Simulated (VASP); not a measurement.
# BP (zinc blende) (F-43m) in VASP: notebook, part 2 of 2

VASP 6.6.1. The steps go on from the part before.

### 4 Single point, PBEsol (volume scaled by 0.92)

INCAR

```
SYSTEM = BP
PREC = Accurate
ENCUT = 500
EDIFF = 1E-6
ISMEAR = 0
SIGMA = 0.01
LREAL = .FALSE.
LASPH = .TRUE.
NELM = 120
ALGO = Normal
ISIF = 2
LWAVE = .FALSE.
LCHARG = .FALSE.
GGA = PS
NBANDS = 11
GGA_COMPAT = .FALSE.
```

KPOINTS

```
regular mesh
0
G
  10 10 10
  0 0 0
```

POSCAR

```
BP
1.0
    0.0000000000      2.2053451635      2.2053451635
    2.2053451635      0.0000000000      2.2053451635
    2.2053451635      2.2053451635      0.0000000000
B P
1 1
Direct
    0.0000000000      0.0000000000      0.0000000000
    0.2500000000      0.2500000000      0.2500000000
```

Potentials or basis: VASP PAW PBE potentials, release 64 (B, P).

Started as:

```
$ cat potpaw_PBE.64/B/POTCAR potpaw_PBE.64/P/POTCAR > POTCAR
$ mpirun -np 1 vasp_std > vasp.out
```

OUTCAR:

```text
SYSTEM = BP
   PREC = Accurate
   ENCUT = 500
   EDIFF = 1E-6
   ISMEAR = 0
   LREAL = .FALSE.
   LASPH = .TRUE.
   NELM = 120
   ISIF = 2
   GGA = PS

 ion  position               nearest neighbor table
   1  0.000  0.000  0.000-   2 1.91   2 1.91   2 1.91   2 1.91
   2  0.250  0.250  0.250-   1 1.91   1 1.91   1 1.91   1 1.91

  LATTYP: Found a face centered cubic cell.
 ALAT       =     4.4106903270

  Lattice vectors:

 A1 = (   0.0000000000,   2.2053451635,   2.2053451635)
 A2 = (   2.2053451635,   0.0000000000,   2.2053451635)
 A3 = (   2.2053451635,   2.2053451635,   0.0000000000)

Analysis of symmetry for initial positions (statically):
=====================================================================
 Subroutine PRICEL returns:
 Original cell was already a primitive cell.

 Routine SETGRP: Setting up the symmetry group for a
 face centered cubic supercell.

 Subroutine GETGRP returns: Found 24 space group operations
 (whereof 24 operations were pure point group operations)
 out of a pool of 48 trial point group operations.

The static configuration has the point symmetry T_d .

Analysis of symmetry for dynamics (positions and initial velocities):
[... 171 lines left out ...]
      4       8.4438      2.00000
      5      11.9426      0.00000
      6      11.9426      0.00000
      7      11.9426      0.00000
      8      17.1096      0.00000
      9      20.3063      0.00000
     10      20.8260      0.00000
     11      20.8260      0.00000
[... 309 lines left out ...]
 k-point    24 :       0.4000    0.3000    0.0000
  band No.  band energies     occupation
      1      -4.6575      2.00000
      2       2.0944      2.00000
      3       4.0329      2.00000
      4       4.6310      2.00000
      5      10.0915      0.00000
      6      11.9129      0.00000
      7      18.4523      0.00000
      8      18.5406      0.00000
      9      23.3982      0.00000
     10      24.2170      0.00000
     11      26.6603      0.00000

 [... further k-points ...]

------------------------ aborting loop because EDIFF is reached ----------------------------------------

  FORCE on cell =-STRESS in cart. coord.  units (eV):
  Direction    XX          YY          ZZ          XY          YZ          ZX
  --------------------------------------------------------------------------------------
  -------------------------------------------------------------------------------------
  Total        1.9304930      1.9304930      1.9304930      0.0000000     -0.0000000      0.0000000
  in kB      144.1846726    144.1846726    144.1846726      0.0000000     -0.0000000      0.0000000
  external PRESSURE =     144.1846726 kB  Pullay stress =       0.0000000 kB

 VOLUME and BASIS-vectors are now :
 -----------------------------------------------------------------------------
  energy-cutoff  :      500.00
  volume of cell :       21.45
      direct lattice vectors                 reciprocal lattice vectors
     0.000000000  2.205345164  2.205345164    -0.226721879  0.226721879  0.226721879
     2.205345164  0.000000000  2.205345164     0.226721879 -0.226721879  0.226721879
     2.205345164  2.205345164  0.000000000     0.226721879  0.226721879 -0.226721879

 POSITION                                       TOTAL-FORCE (eV/Angst)
 -----------------------------------------------------------------------------------
      0.00000      0.00000      0.00000        -0.000000     -0.000000     -0.000000
      1.10267      1.10267      1.10267         0.000000      0.000000      0.000000
 -----------------------------------------------------------------------------------
    total drift:                                0.000000      0.000000      0.000000

  FREE ENERGIE OF THE ION-ELECTRON SYSTEM (eV)
  ---------------------------------------------------
  free  energy   TOTEN  =       -13.6024954414 eV

  energy  without entropy=      -13.6024954414  energy(sigma->0) =      -13.60249544
```

OSZICAR:

```text
N       E                     dE             d eps       ncg     rms          rms(c)
DAV:   1     0.890727452325E+01    0.89073E+01   -0.39652E+03  1034   0.640E+02
DAV:   2    -0.139097271805E+02   -0.22817E+02   -0.21805E+02  1375   0.113E+02
DAV:   3    -0.145021253541E+02   -0.59240E+00   -0.59086E+00  1312   0.156E+01
DAV:   4    -0.145040638226E+02   -0.19385E-02   -0.19383E-02  1205   0.107E+00
DAV:   5    -0.145040722336E+02   -0.84110E-05   -0.84109E-05  1290   0.688E-02    0.795E+00
DAV:   6    -0.137406057778E+02    0.76347E+00   -0.15365E+00  1181   0.553E+00    0.424E+00
DAV:   7    -0.136123396860E+02    0.12827E+00   -0.33050E-01  1280   0.283E+00    0.133E+00
DAV:   8    -0.136023036203E+02    0.10036E-01   -0.28575E-02  1228   0.981E-01    0.191E-01
DAV:   9    -0.136024405669E+02   -0.13695E-03   -0.68166E-04  1193   0.185E-01    0.121E-01
DAV:  10    -0.136024915473E+02   -0.50980E-04   -0.10030E-04  1174   0.611E-02    0.222E-02
DAV:  11    -0.136024951688E+02   -0.36214E-05   -0.63289E-06  1292   0.147E-02    0.298E-02
DAV:  12    -0.136024954414E+02   -0.27261E-06   -0.17518E-06   774   0.621E-03
   1 F= -.13602495E+02 E0= -.13602495E+02  d E =-.695429E-17
```

It took 6.2 s on 1 thread of AMD EPYC 9R45 (Zen 5), shared host; peak memory 0.1 GiB.

What came out:

```
Free energy            : -13.6025 eV
Pressure               : 14.4 GPa
Band gap on the k mesh : 1.02 eV, indirect (least direct gap 3.50 eV)
```

Caveat: the PAW data sets were made with another functional, which shifts forces and pressure a little. A k mesh can miss the band edges.

### 5 Overview

| cell | gap on the mesh (eV) | pressure (GPa) |
| --- | --- | --- |
| a = 3.073 Å, angles 60.0°, 2 atoms | 0.96 | 25.0 |
| a = 3.163 Å, angles 60.0°, 2 atoms | 1.07 | 5.7 |
| a = 3.119 Å, angles 60.0°, 2 atoms | 1.02 | 14.4 |

Alike in all rows: task single point; level PBEsol; potentials or basis VASP PAW PBE potentials, release 64 (B, P); no spin polarisation; k mesh 10 × 10 × 10; cutoff (eV) 500; smearing gaussian 0.01 eV.

Caveats: the PAW data sets were made with another functional, which shifts forces and pressure a little.

Total energies depend on the potentials used, so only differences within one code and one set of settings carry meaning.
